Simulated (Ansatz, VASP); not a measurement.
**One calculation of Ge3PPt, two programs**

Contents of INCAR:

```
SYSTEM = Ge3PPt
  PREC = Accurate
  ENCUT = 570
  EDIFF = 1E-6
  ISMEAR = -5
  SIGMA = 0.1
  LREAL = .FALSE.
  LASPH = .TRUE.
  NELM = 120
  ALGO = Normal
  ISIF = 2
  LWAVE = .FALSE.
  LCHARG = .TRUE.
  GGA = PE
  LELF = .TRUE.
  LVHAR = .TRUE.
  NBANDS = 40
  GGA_COMPAT = .FALSE.
```

The input KPOINTS:

```
regular mesh
0
G
  5 5 5
  0 0 0
```

The input POSCAR:

```
Ge3PPt
1.0
    0.0000000000      4.1994450000      0.0000000000
    4.1994450000      0.0000000000      0.0000000000
    2.0997230000      2.0997230000     -4.7087330000
P Pt Ge
1 1 3
Direct
    0.0000000000      0.0000000000      0.0000000000
    0.6479000000      0.6479000000      0.7042000000
    0.4004000000      0.4004000000      0.1992000000
    0.7537000000      0.2537000000      0.4926000000
    0.2537000000      0.7537000000      0.4926000000
```

Input for Ansatz:

```yaml
crystal:
  lattice:
    - [0.0, 4.199445, 0.0]
    - [4.199445, 0.0, 0.0]
    - [2.099723, 2.099723, -4.708733]
  atoms:
    - { symbol: P, position: [0.0, 0.0, 0.0] }
    - { symbol: Pt, position: [0.6479, 0.6479, 0.7042] }
    - { symbol: Ge, position: [0.4004, 0.4004, 0.1992] }
    - { symbol: Ge, position: [0.7537, 0.2537, 0.4926] }
    - { symbol: Ge, position: [0.2537, 0.7537, 0.4926] }
  symmetry: { tolerance: 0.0003 }
kpoints:
  mp_grid: { grid: [5, 5, 5], shift: [0, 0, 0] }
magnetization:
  spin_polarized: false
scf:
  occupations: { method: tetrahedron }
  algorithm: density_mixing
hamiltonian:
  pseudopotentials: { kind: paw }
  xc: pbe
basis:
  ecutwfc: 420
output:
  forces: true
  stress: true
  eigenvalues: true
```

Alike in both runs: task single point; functional PBE; k mesh 5 × 5 × 5; occupations tetrahedron; no spin polarisation.

```csv
,VASP,Ansatz
version,VASP 6.6.1,Ansatz 0.2.0
potentials or method,"VASP PAW PBE potentials, release 64 (P, Pt_sv_GW, Ge_d), cutoff 570 eV",PAW plane waves
valence electrons in the cell,65,65
```

Ansatz gave:

| Quantity | Value |
| --- | --- |
| gap on the k mesh at the Fermi level (eV) | none |
| pressure (GPa) | 24.2 |
| traceless stress, the component that is largest in VASP (GPa) | 1.75 |
| rms of the force components (eV/Å) | 0.914 |

Q: Which values does VASP return?

A: gap on the k mesh at the Fermi level (eV): none; pressure (GPa): 24.0; traceless stress, the component that is largest in VASP (GPa): 1.71; rms of the force components (eV/Å): 0.920.

Atom by atom the forces differ by 0.007 eV/Å (rms over components). A gap of «none» marks a metal or a gap that the smearing closes. The functional is the same, so the differences come from potentials, cutoffs and numerics. Ansatz's warnings: band table not solved further, tetrahedron derivatives may miss energy slope.

Neither program's run includes spin-orbit coupling.
